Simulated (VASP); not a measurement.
Here is a VASP 6.6.1 calculation.

The input POSCAR:

```
CeO2
1.0
    0.0000000000      2.6551674956      2.6551674956
    2.6551674956      0.0000000000      2.6551674956
    2.6551674956      2.6551674956      0.0000000000
Ce O
1 2
Direct
    0.0000000000      0.0000000000      0.0000000000
    0.2500000000      0.2500000000      0.2500000000
    0.7500000000      0.7500000000      0.7500000000
```

File INCAR.step1:

```
ALGO = Normal
EDIFF = 1E-5
ENCUT = 520
GGA = PE
ISIF = 2
ISMEAR = -1
LASPH = True
LREAL = False
LWAVE = True
NBANDS = 19
NELM = 80
PREC = Accurate
SIGMA = 0.05
```

File INCAR.step2:

```
ALGO = Normal
EDIFF = 1E-6
ENCUT = 520
GGA = PE
HFSCREEN = 0.2079
ISIF = 2
ISMEAR = -1
ISTART = 1
LASPH = True
LCHARG = True
LELF = True
LHFCALC = True
LREAL = False
LVHAR = True
LWAVE = False
NBANDS = 19
NELM = 80
PREC = Accurate
PRECFOCK = Normal
SIGMA = 0.05
```

KPOINTS

```
k-points
0
Gamma
  4 4 4
```

Potentials or basis: VASP PAW PBE potentials, release 64 (Ce, O).

Launch:

```bash
$ cat potpaw_PBE.64/Ce/POTCAR potpaw_PBE.64/O/POTCAR > POTCAR
$ cp INCAR.step1 INCAR
$ mpirun -np 1 vasp_std > vasp.out
$ cp INCAR.step2 INCAR
$ mpirun -np 1 vasp_std > vasp.out
```

(1) Predict the band gap on the k mesh.

(2) Estimate the pressure.

Answers

(1) 3.78 eV (least direct gap 3.98 eV).

(2) 10.9 GPa.

Caveat: the k points lie up to 0.51 Å⁻¹ apart; the PAW data sets were made with another functional, which shifts forces and pressure a little; spin-orbit coupling is left out, which moves the levels of the heavy elements.
